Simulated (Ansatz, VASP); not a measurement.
This is a calculation of Ta for Ansatz 0.2.0.

File input.yaml:

```yaml
crystal:
  lattice:
    - [-1.64019725, 1.64019725, 1.64019725]
    - [1.64019725, -1.64019725, 1.64019725]
    - [1.64019725, 1.64019725, -1.64019725]
  atoms:
    - { symbol: Ta, position: [0.0, 0.0, 0.0] }
hamiltonian:
  xc: lda
  pseudopotentials: { kind: paw }
kpoints:
  mp_grid: { grid: [11, 11, 11] }
scf:
  occupations: { method: fermi_dirac, width: 0.05 }
output:
  forces: true
  stress: true
  eigenvalues: true
```

Potentials or basis: Ansatz PAW.

Run with:

```console
$ ansatz run input.yaml --threads 2 --pin off --max-ram 5632MiB --backend cpu --events-out ev --progress --plain --runs-dir out
```

Translate it to VASP 6.6.1. Potentials there: VASP PAW LDA potentials, release 64 (Ta_pv).

As run (the cutoff follows the program's own potentials):

File INCAR:

```
PREC     = Accurate       # precision mode
ENCUT    = 520            # plane-wave cutoff, eV
EDIFF    = 1E-6           # SCF threshold, eV
ISMEAR   = -1             # smearing method
SIGMA    = 0.05           # smearing width, eV
LREAL    = F              # projectors in reciprocal space
LASPH    = T              # aspherical terms in the spheres
NELM     = 80             # most SCF steps
ALGO     = Normal         # electronic algorithm
ISIF     = 2              # what is computed and relaxed
LWAVE    = F              # write WAVECAR
LCHARG   = T              # write CHGCAR
LELF     = T              # ELF
LVHAR    = T            
NBANDS   = 12             # bands
```

The input KPOINTS:

```
regular mesh
0
Gamma
  11 11 11
```

Contents of POSCAR:

```
Ta
1.0
   -1.6401972500      1.6401972500      1.6401972500
    1.6401972500     -1.6401972500      1.6401972500
    1.6401972500      1.6401972500     -1.6401972500
Ta
1
Direct
    0.0000000000      0.0000000000      0.0000000000
```

Potentials or basis: VASP PAW LDA potentials, release 64 (Ta_pv).

Launch:

```sh
$ cat potpaw_LDA.64/Ta_pv/POTCAR > POTCAR
$ mpirun -np 1 vasp_std > vasp.out
```

Both were run:

|  | VASP | Ansatz | Ansatz less VASP |
| --- | --- | --- | --- |
| gap on the k mesh at the Fermi level (eV) | none | none | - |
| pressure (GPa) | -4.6 | -5.5 | -0.86 |

LDA's correlation is that of Perdew and Zunger in VASP and of Perdew and Wang (1992) in Ansatz. A gap of «none» marks a metal or a gap that the smearing closes. VASP's potentials hold 11 valence electrons a cell and Ansatz's 13, so a difference there can come from the potentials and not from the codes.

Spin-orbit coupling is off throughout.
